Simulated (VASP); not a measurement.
Runs of VASP 6.6.1 on C. The structure is that of space group Fd-3m (No. 227), or close to it. The cells are those of the table. 

| task | potentials or basis | cell | k mesh | cutoff (eV) | smearing | ions in elastic constants | second run | gap on the mesh (eV) | pressure (GPa) |
| --- | --- | --- | --- | --- | --- | --- | --- | --- | --- |
| single point | VASP PAW LDA potentials, release 64 (C) | a = 2.497 Å, angles 60.0°, 2 atoms | 22 × 22 × 22 | 520 | fermi-dirac 0.1 eV | - | - | (a) | (b) |
| relaxation of cell and atoms | VASP PAW LDA potentials, release 64 (C) | relaxed to 15 GPa from a = 2.497 Å, angles 60.0°, 2 atoms | 10 × 10 × 10 | 600 | gaussian 0.01 eV | - | - | 4.27 | 14.9 |
| single point | VASP PAW LDA potentials, release 64 (C) | a = 2.494 Å, angles 60.0°, 2 atoms | 10 × 10 × 10 | 520 | gaussian 0.01 eV | - | - | 4.21 | 3.6 |
| single point | VASP PAW LDA potentials, release 64 (C_h) | a = 2.472 Å, angles 60.0°, 2 atoms | 10 × 10 × 10 | 910 | gaussian 0.01 eV | - | hard_potentials | 4.28 | 15.7 |

Alike in all rows: level LDA; no spin polarisation.

Question: Fill in the values left out.

Answer: (a) 4.17; (b) 1.6.

Caveats: the cell is relaxed towards a set pressure, so the enthalpy falls and the energy may rise (some runs); the cutoff is under 1.25 times the usual one of these potentials, so pressure, stress and relaxed cells hold a basis-set (Pulay) error (some runs).

A k mesh can miss the band edges.
